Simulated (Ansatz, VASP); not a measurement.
Mg: VASP beside Ansatz

File INCAR:

```
SYSTEM = Mg
PREC = Accurate
ENCUT = 600
EDIFF = 1E-7
ISMEAR = -1
SIGMA = 0.05
LREAL = .FALSE.
LASPH = .TRUE.
NELM = 60
ALGO = Normal
ISIF = 3
LWAVE = .FALSE.
LCHARG = .FALSE.
GGA = CA
IBRION = 2
NSW = 40
EDIFFG = -0.02
```

KPOINTS

```
regular mesh
0
G
  10 10 5
  0 0 0
```

The input POSCAR:

```
Mg
1.0
    3.2093000000      0.0000000000      0.0000000000
   -1.6046500000      2.7793353284      0.0000000000
    0.0000000000      0.0000000000      5.2103000000
Mg
2
Direct
    0.6666666667      0.3333333333      0.7500000000
    0.3333333333      0.6666666667      0.2500000000
```

The input input.yaml:

```yaml
crystal:
  lattice:
    - [3.2093, 0.0, 0.0]
    - [-1.60465, 2.7793353284, 0.0]
    - [0.0, 0.0, 5.2103]
  atoms:
    - { symbol: Mg, position: [0.6666666667, 0.3333333333, 0.75] }
    - { symbol: Mg, position: [0.3333333333, 0.6666666667, 0.25] }
hamiltonian:
  xc: lda
  pseudopotentials: { kind: paw }
kpoints:
  mp_grid: { grid: [10, 10, 5] }
scf:
  occupations: { method: fermi_dirac, width: 0.05 }
output:
  forces: true
  stress: true
relax:
  f_tol: 0.01
  max_steps: 40
  cell: { stress_tol: 0.05 }
```

Alike in both runs: task relaxation of cell and atoms; functional LDA; k mesh 10 × 10 × 5; occupations fermi-dirac, width 0.05 eV; no spin polarisation.

|  | VASP | Ansatz |
| --- | --- | --- |
| version | VASP 6.6.1 | Ansatz 0.2.0 |
| potentials or method | VASP PAW LDA potentials, release 64 (Mg) | Ansatz PAW |
| plane-wave cutoff (eV) | 600 | 420 |
| valence electrons in the cell | 4 | 20 |

Ansatz gave:

```
relaxed volume (Å³/atom)                                     : 21.69
relaxed cell length with the largest relative difference (Å) : 3.106
```

**Question.** Estimate VASP's values.

**Answer.** Relaxed volume (Å³/atom): 21.43; relaxed cell length with the largest relative difference (Å): 3.094.

LDA's correlation is that of Perdew and Zunger in VASP and of Perdew and Wang (1992) in Ansatz. VASP's potentials hold 4 valence electrons a cell and Ansatz's 20, so a difference there can come from the potentials and not from the codes.

Noted on Ansatz's run: the plane-wave basis is chosen anew once the cell has moved, so the energies of steps on either side of that aren't comparable.
